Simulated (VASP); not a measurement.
# Mg8HO8 (a cell with a defect) in VASP: a series of runs, part 2 of 2

VASP 6.6.1. Earlier steps stand in the parts before.

### 3 Single point, PBE

Input file INCAR:

```
  PREC = Accurate
  ENCUT = 520
  EDIFF = 1E-6
  ISMEAR = 0
  SIGMA = 0.05
  LREAL = False
  LASPH = True
  NELM = 120
  ALGO = Normal
  ISIF = 2
  LWAVE = False
  LCHARG = False
  GGA = PE
  NBANDS = 46
  NELECT = 64.0
  GGA_COMPAT = False
```

Input file KPOINTS:

```
regular mesh
0
Gamma
  1 1 1
```

Input file POSCAR:

```
Mg8HO8
1.0
    0.0000000000      4.2110000000      4.2110000000
    4.2110000000      0.0000000000      4.2110000000
    4.2110000000      4.2110000000      0.0000000000
Mg O H
8 8 1
Direct
    0.0087740442     -0.0105902398      0.0010309903
    0.0030943956     -0.0013917122      0.4992708383
    0.0087668012      0.5003668962      0.0010396580
    0.0087665638      0.5003678461      0.4900707670
    0.5164479934     -0.0196614818      0.0224700784
    0.5164447875     -0.0196551888      0.4809928758
    0.5084852767      0.4968186891     -0.0025306341
    0.5164259083      0.5217374733      0.4810402517
    0.2592721444      0.2441776300      0.2483968179
    0.2582203752      0.2469232961      0.7475476134
    0.2592713132      0.7477386607      0.2483962242
    0.2592711945      0.7477385419      0.7448378057
    0.7532941107      0.2472789124      0.2517180005
    0.7532909048      0.2472773688      0.7479532178
    0.7680816908      0.7435908335      0.2442882926
    0.7532650202      0.7510978390      0.7479415816
    0.4601378532      0.1794762527      0.6803259321
```

Potentials or basis: VASP PAW PBE potentials, release 64 (Mg, O, H).

The run is started by

```
cat potpaw_PBE.64/Mg/POTCAR potpaw_PBE.64/O/POTCAR potpaw_PBE.64/H/POTCAR > POTCAR
mpirun -np 1 vasp_gam > vasp.out
```

OUTCAR:

```text
PREC = Accurate
   ENCUT = 520
   EDIFF = 1E-6
   ISMEAR = 0
   LREAL = False
   LASPH = True
   NELM = 120
   ISIF = 2
   GGA = PE
   NELECT = 64.0

 ion  position               nearest neighbor table
   1  0.009  0.989  0.001-  15 2.05  11 2.10  12 2.10  10 2.13  13 2.14  14 2.14   5 2.90   6 2.90
                             4 2.91   3 2.91   7 2.95   2 2.98   2 2.98   7 3.00   3 3.04   4 3.04
[... 275 lines left out ...]
  Total        4.5378054      4.5386388      4.5314457      2.2623956     -2.2567369      2.2563535
  in kB       48.6822595     48.6912006     48.6140319     24.2713208    -24.2106135     24.2065003
  external PRESSURE =      48.6624973 kB  Pullay stress =       0.0000000 kB

 VOLUME and BASIS-vectors are now :
 -----------------------------------------------------------------------------
  energy-cutoff  :      520.00
  volume of cell :      149.34
      direct lattice vectors                 reciprocal lattice vectors
     0.000000000  4.211000000  4.211000000    -0.118736642  0.118736642  0.118736642
     4.211000000  0.000000000  4.211000000     0.118736642 -0.118736642  0.118736642
     4.211000000  4.211000000  0.000000000     0.118736642  0.118736642 -0.118736642

 POSITION                                       TOTAL-FORCE (eV/Angst)
 -----------------------------------------------------------------------------------
      4.17075      0.04129      4.20335        -0.005958      0.005938     -0.177213
      6.30757      2.11546      4.21817         0.010101     -0.010069     -0.010156
      2.11142      0.04129      2.14396         0.177173      0.006028      0.006059
      4.17074      2.10060      2.14397        -0.006022     -0.177182      0.006032
      4.22283      2.26938      6.30297         0.000480      0.168097     -0.000797
      6.15369      4.20021      6.30298        -0.168181     -0.000462     -0.000826
[... 9 lines left out ...]
      6.31246      6.32158      6.33487         0.091129     -0.091086     -0.067929
      3.62063      4.80249      2.69341         0.578288     -0.578511     -0.576615
 -----------------------------------------------------------------------------------
    total drift:                                0.000116     -0.000239     -0.000178

  FREE ENERGIE OF THE ION-ELECTRON SYSTEM (eV)
  ---------------------------------------------------
  free  energy   TOTEN  =       -95.3555945770 eV

  energy  without entropy=      -95.3555945770  energy(sigma->0) =      -95.35559458
```

OSZICAR:

```text
N       E                     dE             d eps       ncg     rms          rms(c)
DAV:   1     0.602508651772E+03    0.60251E+03   -0.35446E+04    92   0.134E+03
DAV:   2    -0.405542263571E+02   -0.64306E+03   -0.57551E+03   136   0.313E+02
DAV:   3    -0.108988902672E+03   -0.68435E+02   -0.67431E+02   104   0.106E+02
DAV:   4    -0.110121515158E+03   -0.11326E+01   -0.11289E+01   120   0.147E+01
DAV:   5    -0.110128651196E+03   -0.71360E-02   -0.71354E-02   106   0.130E+00    0.219E+01
DAV:   6    -0.954601641875E+02    0.14668E+02   -0.61110E+01   104   0.329E+01    0.675E+00
DAV:   7    -0.953820398845E+02    0.78124E-01   -0.15615E+00   104   0.519E+00    0.446E+00
DAV:   8    -0.953622005861E+02    0.19839E-01   -0.36794E-01   104   0.399E+00    0.730E-01
DAV:   9    -0.953541511465E+02    0.80494E-02   -0.26705E-02   120   0.990E-01    0.326E-01
DAV:  10    -0.953554618095E+02   -0.13107E-02   -0.17475E-02   112   0.713E-01    0.164E-01
DAV:  11    -0.953554828011E+02   -0.20992E-04   -0.11278E-03   104   0.206E-01    0.917E-02
DAV:  12    -0.953556043825E+02   -0.12158E-03   -0.89894E-04   104   0.167E-01    0.263E-02
DAV:  13    -0.953555964003E+02    0.79822E-05   -0.10093E-04   104   0.545E-02    0.142E-02
DAV:  14    -0.953555952447E+02    0.11556E-05   -0.42930E-05   112   0.392E-02    0.712E-03
DAV:  15    -0.953555945770E+02    0.66762E-06   -0.59216E-06    96   0.168E-02
   1 F= -.95355595E+02 E0= -.95355595E+02  d E =-.527181E-12
```

stdout:

```text
POSCAR found type information on POSCAR MgO H
 POSCAR found :  3 types and      17 ions
 scaLAPACK will be used
 -----------------------------------------------------------------------------
|                                                                             |
|                                                                             |
|     You have a (more or less) 'large supercell' and for larger cells it     |
|     might be more efficient to use real-space projection operators.         |
|     Therefore, try LREAL= Auto in the INCAR file.                           |
|     Mind: For very accurate calculation, you might also keep the            |
|     reciprocal projection scheme (i.e. LREAL=.FALSE.).                      |
|                                                                             |
 -----------------------------------------------------------------------------

 LDA part: xc-table for (Slater+PW92), standard interpolation
 POSCAR, INCAR and KPOINTS ok, starting setup
 FFT: planning ... GRIDC
 FFT: planning ... GRID_SOFT
 FFT: planning ... GRID
 WAVECAR not read
 entering main loop
 the old and the new charge density differ
 old charge density:    65.00000 new   64.00000
    0.219E+01
```

Run time: 52 s. Hardware: 1 thread of Intel Xeon 8259CL, shared host; peak memory 0.3 GiB.

Results:

- Free energy: -95.3556 eV
- Largest force: 1.315 eV/Å

Forces on the atoms (eV/Å):
```
Mg  -0.006  0.006 -0.177
Mg   0.010 -0.010 -0.010
Mg   0.177  0.006  0.006
Mg  -0.006 -0.177  0.006
Mg   0.000  0.168 -0.001
Mg  -0.168  0.000 -0.001
Mg  -0.011  0.011  0.011
Mg   0.001 -0.001  0.169
O   -0.048  0.048 -0.055
O   -0.760  0.760  0.759
O    0.055  0.048  0.047
O   -0.048 -0.055  0.047
O    0.090 -0.068 -0.091
O    0.068 -0.090 -0.091
O   -0.025  0.025  0.025
O    0.091 -0.091 -0.068
H    0.578 -0.579 -0.577
```

Caveat: the k points lie up to 1.29 Å⁻¹ apart; the cell carries a net charge on a neutralising background, which shifts energy and pressure; the cell is charged against a uniform background, so pressure and absolute levels hang on convention.
